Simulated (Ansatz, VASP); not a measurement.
## Two plane-wave programs on AlAs

Contents of POSCAR:

```
AlAs
1.0
    0.0000000000      2.8382238927      2.8382238927
    2.8382238927      0.0000000000      2.8382238927
    2.8382238927      2.8382238927      0.0000000000
Al As
1 1
Direct
    0.0000000000      0.0000000000      0.0000000000
    0.2500000000      0.2500000000      0.2500000000
```

Contents of INCAR.step1:

```
SYSTEM = AlAs
PREC     = Accurate       ! precision mode
ENCUT    = 550            ! plane-wave cutoff, eV
ISMEAR   = 0              ! smearing method
SIGMA    = 0.01           ! smearing width, eV
LREAL    = .False.        ! projectors in reciprocal space
LASPH    = .True.         ! aspherical terms in the spheres
NELM     = 120            ! most SCF steps
NBANDS   = 11             ! bands
GGA      = PE             ! functional
ALGO     = Normal         ! electronic algorithm
EDIFF    = 1E-5           ! SCF threshold, eV
LWAVE    = .True.         ! write WAVECAR
LCHARG   = .False.        ! write CHGCAR
GGA_COMPAT= .False.
```

INCAR.step2

```
SYSTEM = AlAs
PREC     = Accurate       ! precision mode
ENCUT    = 550            ! plane-wave cutoff, eV
EDIFF    = 1E-6           ! SCF threshold, eV
ISMEAR   = 0              ! smearing method
SIGMA    = 0.01           ! smearing width, eV
LREAL    = .False.        ! projectors in reciprocal space
LASPH    = .True.         ! aspherical terms in the spheres
NELM     = 120            ! most SCF steps
ALGO     = Normal         ! electronic algorithm
ISIF     = 2              ! what is computed and relaxed
LWAVE    = .False.        ! write WAVECAR
LCHARG   = .False.        ! write CHGCAR
METAGGA  = R2SCAN         ! meta-GGA
LMIXTAU  = .True.       
NBANDS   = 11             ! bands
ISTART   = 1            
GGA_COMPAT= .False.
```

File KPOINTS:

```
Automatic mesh
0
Gamma
  8 8 8
  0 0 0
```

Input for Ansatz:

```yaml
crystal:
  lattice:
    - [0.0, 2.8382238927, 2.8382238927]
    - [2.8382238927, 0.0, 2.8382238927]
    - [2.8382238927, 2.8382238927, 0.0]
  atoms:
    - { symbol: Al, position: [0.0, 0.0, 0.0] }
    - { symbol: As, position: [0.25, 0.25, 0.25] }
basis:
  ecutwfc: 500
kpoints:
  mp_grid: { grid: [8, 8, 8] }
  band_path:
    path:
      - [0.0, 0.0, 0.0]
      - [0.0, 0.0, 0.0]
      - [0.5, 0.5, 0.0]
      - [0.5, 0.5, 0.5]
      - [0.0054206083, 0.0054206083, 0.0]
      - [-0.0054206083, -0.0054206083, 0.0]
      - [0.0062591794, 0.0062591794, 0.0062591794]
      - [-0.0062591794, -0.0062591794, -0.0062591794]
      - [0.0054206083, 0.0054206083, 0.0]
      - [-0.0054206083, -0.0054206083, 0.0]
      - [0.5054206083, 0.5054206083, 0.0]
      - [0.4945793917, 0.4945793917, 0.0]
      - [0.5, 0.5054206083, 0.0054206083]
      - [0.5, 0.4945793917, -0.0054206083]
      - [0.5062591794, 0.5062591794, 0.5062591794]
      - [0.4937408206, 0.4937408206, 0.4937408206]
      - [0.4961670511, 0.5038329489, 0.5]
      - [0.5038329489, 0.4961670511, 0.5]
    npoints: 1
hamiltonian:
  xc: r2scan
  pseudopotentials: { kind: paw, azcp: { folder: soft_1 } }
scf:
  occupations: { method: fixed }
  n_extra_bands: 5
output:
  forces: true
  stress: true
  eigenvalues: true
```

Alike in both runs: task single point; functional r2SCAN; k mesh 8 × 8 × 8; no spin polarisation.

|  | VASP | Ansatz |
| --- | --- | --- |
| version | VASP 6.6.1 | Ansatz 0.2.0 |
| potentials or method | VASP PAW PBE potentials, release 64 (Al, As), cutoff 550 eV | scalar-relativistic, plane waves, PAW |
| occupations | gaussian, width 0.01 eV | fixed |
| valence electrons in the cell | 8 | 18 |

```tsv
	VASP	Ansatz	Ansatz less VASP
gap on the k mesh at the Fermi level (eV)	1.80	1.81	+0.009
least direct gap on the mesh (eV)	2.64	2.63	-0.003
pressure (GPa)	0.0	0.0	-0.02
```

VASP's potentials were made for PBE, not for r2SCAN. VASP's potentials hold 8 valence electrons a cell and Ansatz's 18, so a difference there can come from the potentials and not from the codes.
